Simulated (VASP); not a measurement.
Write the native input for VASP 6.6.1 that does the following.

```yaml
Task: single point
Functional: PBE
Potentials_or_basis: VASP PAW PBE potentials, release 64 (Ti_sv, C)
Cutoff: 520 eV
k_mesh: 4 × 4 × 4
Occupations: gaussian, width 0.1 eV
Spin: collinear spin
Starting_moments: "[1.0, 1.0, 1.0, 1.0, 0.0, 0.0, 0.0] μB"
Dipole_correction: no
Further_INCAR_settings: ALGO = Normal; EDIFF = 1e-06; NBANDS = 43
```

The structure of Ti4C3 lies in POSCAR:

```
Ti4C3
1.0
    4.3103396498      0.0000000000      0.0000000000
    0.0000000000      4.3103396498      0.0000000000
    0.0000000000      0.0000000000      4.3103396498
Ti C
4 3
Direct
    0.0000000000      0.0000000000      0.0000000000
    0.0000000000      0.5000000000      0.5000000000
    0.5000000000      0.0000000000      0.5000000000
    0.5000000000      0.5000000000      0.0000000000
    0.5000000000      0.0000000000      0.0000000000
    0.0000000000      0.5000000000      0.0000000000
    0.0000000000      0.0000000000      0.5000000000
```

The cell was generated, and may not be a known phase.

The input as run:

INCAR

```
SYSTEM = Ti4C3
PREC = Accurate
ENCUT = 520
EDIFF = 1E-6
ISMEAR = 0
SIGMA = 0.1
LREAL = .FALSE.
LASPH = .TRUE.
NELM = 150
ALGO = Normal
ISIF = 2
LWAVE = .FALSE.
LCHARG = .FALSE.
ISPIN = 2
MAGMOM = 1 1 1 1 0 0 0
LORBIT = 11
LMAXMIX = 4
GGA = PE
NBANDS = 43
```

KPOINTS

```
Automatic mesh
0
G
  4 4 4
  0 0 0
```

Potentials or basis: VASP PAW PBE potentials, release 64 (Ti_sv, C).

Command:

```bash
$ cat potpaw_PBE.64/Ti_sv/POTCAR potpaw_PBE.64/C/POTCAR > POTCAR
$ mpirun -np 1 vasp_std > vasp.out
```

Results of the run:

The pressure is 0.1 GPa and the band gap on the k mesh is zero (filled and empty bands overlap). The net moment is 0.00 μB per cell and the valence electrons inside the program's atomic spheres are Ti 10.42, 10.32 (each value once); C 2.40.

Caveat: the k points lie up to 0.36 Å⁻¹ apart, too coarse for converged energies and pressures of a metal.

Run time: 67 s on 1 thread of Intel Xeon 8259CL, on a shared host, peak memory 0.22 GiB.
